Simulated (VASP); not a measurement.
# Tc (Fm-3m) in VASP: notebook

Tc is run at these levels: PBEsol; tasks: electric field gradients.

Program: VASP 6.6.1. These are calculated values, not measurements. Logs are shortened: lines on timing, memory, paths and dates and some standing lists are left out, and cuts for length are marked.

## 1. The cell of the first run

Symmetry: Fm-3m, No. 225, cubic system. The conventional cell has a = 3.874 Å, b = 3.874 Å, c = 3.874 Å, α = 90.00°, β = 90.00°, γ = 90.00°. Within 3.6 Å of Tc (site symmetry m-3m) lie 12 Tc at 2.74 Å.

This isn't the form of Tc at room conditions, which is hcp.

## 2. Electric field gradients, PBEsol (14.53 Å³/atom)

Input file INCAR:

```
SYSTEM = Tc
  PREC = Accurate
  ENCUT = 520
  EDIFF = 1E-8
  ISMEAR = -1
  SIGMA = 0.03
  LREAL = .FALSE.
  LASPH = .TRUE.
  NELM = 100
  ALGO = Normal
  ISIF = 2
  LWAVE = .FALSE.
  LCHARG = .FALSE.
  GGA = PS
  LEFG = .TRUE.
  NBANDS = 12
```

Input file KPOINTS:

```
Automatic mesh
0
G
  18 18 18
  0 0 0
```

Input file POSCAR:

```
Tc
1.0
    0.0000000000      1.9369123573      1.9369123573
    1.9369123573      0.0000000000      1.9369123573
    1.9369123573      1.9369123573      0.0000000000
Tc
1
Direct
    0.0000000000      0.0000000000      0.0000000000
```

Potentials or basis: VASP PAW PBE potentials, release 64 (Tc_pv).

Command:

```console
> cat potpaw_PBE.64/Tc_pv/POTCAR > POTCAR
> mpirun -np 1 vasp_std > vasp.out
```

OUTCAR:

```text
SYSTEM = Tc
   PREC = Accurate
   ENCUT = 520
   EDIFF = 1E-8
   ISMEAR = -1
   LREAL = .FALSE.
   LASPH = .TRUE.
   NELM = 100
   ISIF = 2
   GGA = PS

 ion  position               nearest neighbor table
   1  0.000  0.000  0.000-

  LATTYP: Found a face centered cubic cell.
 ALAT       =     3.8738247146

  Lattice vectors:

 A1 = (   0.0000000000,   1.9369123573,   1.9369123573)
 A2 = (   1.9369123573,   0.0000000000,   1.9369123573)
 A3 = (   1.9369123573,   1.9369123573,   0.0000000000)

Analysis of symmetry for initial positions (statically):
=====================================================================
 Subroutine PRICEL returns:
 Original cell was already a primitive cell.

 Routine SETGRP: Setting up the symmetry group for a
 face centered cubic supercell.

 Subroutine GETGRP returns: Found 48 space group operations
 (whereof 48 operations were pure point group operations)
 out of a pool of 48 trial point group operations.

The static configuration has the point symmetry O_h .

Analysis of symmetry for dynamics (positions and initial velocities):
=====================================================================
 Subroutine PRICEL returns:
 Original cell was already a primitive cell.

 Routine SETGRP: Setting up the symmetry group for a
 face centered cubic supercell.

 Subroutine GETGRP returns: Found 48 space group operations
 (whereof 48 operations were pure point group operations)
 out of a pool of 48 trial point group operations.

The dynamic configuration has the point symmetry O_h .

 Subroutine INISYM returns: Found 48 space group operations
 (whereof 48 operations are pure point group operations),
 and found     1 'primitive' translations

----------------------------------------------------------------------------------------

                                     Primitive cell

  volume of cell :      14.5332

  direct lattice vectors                    reciprocal lattice vectors
     0.000000000  1.936912357  1.936912357    -0.258142811  0.258142811  0.258142811
     1.936912357  0.000000000  1.936912357     0.258142811 -0.258142811  0.258142811
     1.936912357  1.936912357  0.000000000     0.258142811  0.258142811 -0.258142811

  length of vectors
     2.739207725  2.739207725  2.739207725     0.447116464  0.447116464  0.447116464

  position of ions in fractional coordinates (direct lattice)
     0.000000000  0.000000000  0.000000000

  ion indices of the primitive-cell ions
   primitive index   ion index
                 1           1

----------------------------------------------------------------------------------------

 KPOINTS: Automatic mesh

Automatic generation of k-mesh.
 Grid dimensions read from file:
 generate k-points for:   18   18   18

 Generating k-lattice:

  Cartesian coordinates                     Fractional coordinates (reciprocal lattice)
    -0.014341267  0.014341267  0.014341267     0.055555556  0.000000000  0.000000000
     0.014341267 -0.014341267  0.014341267     0.000000000  0.055555556  0.000000000
     0.014341267  0.014341267 -0.014341267     0.000000000  0.000000000  0.055555556

  Length of vectors
     0.024839804  0.024839804  0.024839804

  Shift w.r.t. Gamma in fractional coordinates (k-lattice)
     0.000000000  0.000000000  0.000000000

 Subroutine IBZKPT returns following result:
 ===========================================

 Found    195 irreducible k-points:

 Following reciprocal coordinates:
            Coordinates               Weight
  0.000000  0.000000  0.000000      1.000000
  0.055556  0.000000  0.000000      8.000000
  0.111111  0.000000  0.000000      8.000000
  0.166667  0.000000  0.000000      8.000000
  0.222222  0.000000  0.000000      8.000000
  0.277778  0.000000  0.000000      8.000000
[... 16 lines left out ...]
 -0.277778  0.055556  0.000000     24.000000
 -0.222222  0.055556  0.000000     24.000000
 [... further k-points ...]
   k-points           NKPTS =    195   k-points in BZ     NKDIM =    195   number of bands    NBANDS=     12
   number of dos      NEDOS =    301   number of ions     NIONS =      1
   total plane-waves  NPLWV =   8000
   dimension x,y,z NGX =    20 NGY =   20 NGZ =   20
   dimension x,y,z NGXF=    40 NGYF=   40 NGZF=   40
   ions per type =               1
   NGX,Y,Z   is equivalent  to a cutoff of  12.14, 12.14, 12.14 a.u.
   NGXF,Y,Z  is equivalent  to a cutoff of  24.28, 24.28, 24.28 a.u.
 SYSTEM =  Tc
   PREC   = accura    normal or accurate (medium, high low for compatibility)
   ISTART =      0    job   : 0-new  1-cont  2-samecut
   ICHARG =      2    charge: 1-file 2-atom 10-const
   ISPIN  =      1    spin polarized calculation?
   LNONCOLLINEAR =      F non collinear calculations
   LSORBIT =      F    spin-orbit coupling
   LASPH  =      T    aspherical Exc in radial PAW
   ENCUT  =  520.0 eV  38.22 Ry    6.18 a.u.   5.09  5.09  5.09*2*pi/ulx,y,z
   NELM   =    100;   NELMIN=  2; NELMDL= -5     # of ELM steps
   EDIFF  = 0.1E-07   stopping-criterion for ELM
   LREAL  =      F    real-space projection
   EDIFFG = 0.1E-06   stopping-criterion for IOM
   NSW    =      0    number of steps for IOM
   IBRION =     -1    ionic relax: 0-MD 1-quasi-New 2-CG
   NFREE  =      0    steps in history (QN), initial steepest desc. (CG)
   ISIF   =      2    stress and relaxation
   ISYM   =      2    0-nonsym 1-usesym 2-fastsym
   POTIM  = 0.5000    time-step for ionic-motion
   TEBEG  =    0.0;   TEEND  =   0.0 temperature during run
   PSTRESS=    0.0 pullay stress
   NELECT =      13.0000    total number of electrons
   NUPDOWN=      -1.0000    fix difference up-down
   EMIN   =  10.00;   EMAX   =-10.00  energy-range for DOS
   EFERMI =   0.00;   METHOD = LEGACY
   ISMEAR =    -1;   SIGMA  =   0.03  broadening in eV -4-tet -1-fermi 0-gaus
   EFERMI_NEDOS =   21; number of points for ismear=-14 and -15
   IALGO  =     38    algorithm
   IMIX   =      4    mixing-type and parameters
     AMIX     =   0.40;   BMIX     =  1.00
     AMIX_MAG =   1.60;   BMIX_MAG =  1.00
  volume/ion in A,a.u.               =      14.53        98.07
  Fermi-wavevector in a.u.,A,eV,Ry     =   1.577379  2.980814 33.852977  2.488124
  Thomas-Fermi vector in A             =   2.678070
   LORBIT       =      0    0 simple, 1 ext, 2 COOP (PROOUT), +10 PAW based schemes
   GGA     = PS    functional components
   LHFCALC =     F    Hartree Fock is set to
   AEXX    =    0.0000 exact exchange contribution
   IVDW    =     0    specifies the selected vdW correction
   LEPSILON=     F    determine dielectric tensor
   LRPA    =     F    only Hartree local field effects (RPA)
 non-spin polarized calculation
  energy-cutoff  :      520.00
  volume of cell :       14.53
 maximum number of plane-waves:       399
   NGX = 11   NGY = 11   NGZ = 11

 number of electron      12.9999999 magnetization

 Free energy of the ion-electron system (eV)
  ---------------------------------------------------
  ext. energy  EPLUGINS =         0.00000000
  ---------------------------------------------------
  free energy    TOTEN  =       -11.17763745 eV

  energy without entropy =      -11.17457238  energy(sigma->0) =      -11.17610492

 E-fermi :  12.4201     XC(G=0): -13.8545

 val. band max:       12.4052562436   @ k =   0.1667   0.1111   0.0000
 cond. band min:      12.4482473929   @ k =   0.3889   0.2222   0.0000
 fundamental gap:      0.0429911493
 Fermi energy:        12.4200647609

 k-point     1 :       0.0000    0.0000    0.0000
  band No.  band energies     occupation
      1     -25.8751      2.00000
      2     -25.8751      2.00000
      3     -25.8751      2.00000
      4       4.9367      2.00000
      5      10.6676      2.00000
      6      10.6676      2.00000
      7      10.6676      2.00000
      8      13.2465      0.00000
      9      13.2465      0.00000
     10      26.4461      0.00000
     11      31.9553      0.00000
     12      31.9553      0.00000

 k-point     2 :       0.0556    0.0000    0.0000
  band No.  band energies     occupation
      1     -25.9143      2.00000
      2     -25.8801      2.00000
      3     -25.8801      2.00000
      4       5.0678      2.00000
      5      10.5887      2.00000
      6      10.7253      2.00000
      7      10.7253      2.00000
      8      13.2045      0.00000
      9      13.2045      0.00000
     10      26.6838      0.00000
     11      31.3493      0.00000
     12      32.1798      0.00000
[... 316 lines left out ...]
 k-point    24 :      -0.2222    0.0556    0.0000
  band No.  band energies     occupation
      1     -26.4736      2.00000
      2     -25.9930      2.00000
      3     -25.9390      2.00000
      4       6.8575      2.00000
      5      10.0543      2.00000
      6      11.0762      2.00000
      7      11.1669      2.00000
      8      12.9340      0.00000
      9      13.7977      0.00000
     10      27.1518      0.00000
     11      29.4326      0.00000
     12      34.5496      0.00000

 [... further k-points ...]

------------------------ aborting loop because EDIFF is reached ----------------------------------------

  FORCE on cell =-STRESS in cart. coord.  units (eV):
  Direction    XX          YY          ZZ          XY          YZ          ZX
  --------------------------------------------------------------------------------------
  -------------------------------------------------------------------------------------
  Total       -0.9416775     -0.9416775     -0.9416775      0.0000000      0.0000000      0.0000000
  in kB     -103.8132749   -103.8132749   -103.8132749      0.0000000      0.0000000      0.0000000
  external PRESSURE =    -103.8132749 kB  Pullay stress =       0.0000000 kB

 VOLUME and BASIS-vectors are now :
 -----------------------------------------------------------------------------
  energy-cutoff  :      520.00
  volume of cell :       14.53
      direct lattice vectors                 reciprocal lattice vectors
     0.000000000  1.936912357  1.936912357    -0.258142811  0.258142811  0.258142811
     1.936912357  0.000000000  1.936912357     0.258142811 -0.258142811  0.258142811
     1.936912357  1.936912357  0.000000000     0.258142811  0.258142811 -0.258142811

 POSITION                                       TOTAL-FORCE (eV/Angst)
 -----------------------------------------------------------------------------------
      0.00000      0.00000      0.00000         0.000000      0.000000      0.000000
 -----------------------------------------------------------------------------------
    total drift:                                0.000000     -0.000000      0.000000

  FREE ENERGIE OF THE ION-ELECTRON SYSTEM (eV)
  ---------------------------------------------------
  free  energy   TOTEN  =       -11.1776374514 eV

  energy  without entropy=      -11.1745723849  energy(sigma->0) =      -11.17610492

 Electric field gradients (V/A^2)
---------------------------------------------------------------------
 ion       V_xx      V_yy      V_zz      V_xy      V_xz      V_yz
---------------------------------------------------------------------
   1      -0.000     0.000    -0.000    -0.001    -0.001    -0.001
---------------------------------------------------------------------

 Electric field gradients after diagonalization (V/A^2)
 (convention: |V_zz| > |V_xx| > |V_yy|)
----------------------------------------------------------------------
 ion       V_xx      V_yy      V_zz     asymmetry (V_yy - V_xx)/ V_zz
----------------------------------------------------------------------
   1       0.001     0.001    -0.001       0.000
----------------------------------------------------------------------

           NMR quadrupolar parameters

 Cq : quadrupolar parameter    Cq=e*Q*V_zz/h
 eta: asymmetry parameters     (V_yy - V_xx)/ V_zz
 Q  : nuclear electric quadrupole moment in mb (millibarn)
----------------------------------------------------------------------
 ion       Cq(MHz)       eta       Q (mb)
----------------------------------------------------------------------
   1      -0.000       0.000       1.000
----------------------------------------------------------------------
```

Wall time 26 s (1 thread of Intel Xeon 8259CL, shared host); peak memory 0.15 GiB.

Results:

* Free energy: -11.1776 eV
* Pressure: -10.4 GPa
* Band gap on the k mesh: zero (an odd number of electrons rules out a gap without spin polarisation)
* Largest electric field gradient by atom: under 0.05 V/Å² on every atom

Caveat: the cell stands under tension; the PAW data sets were made with another functional, which shifts forces and pressure a little.

[end of part 1 of 2]

The gap in the log of VASP goes by the Fermi energy; the results here count the filled bands.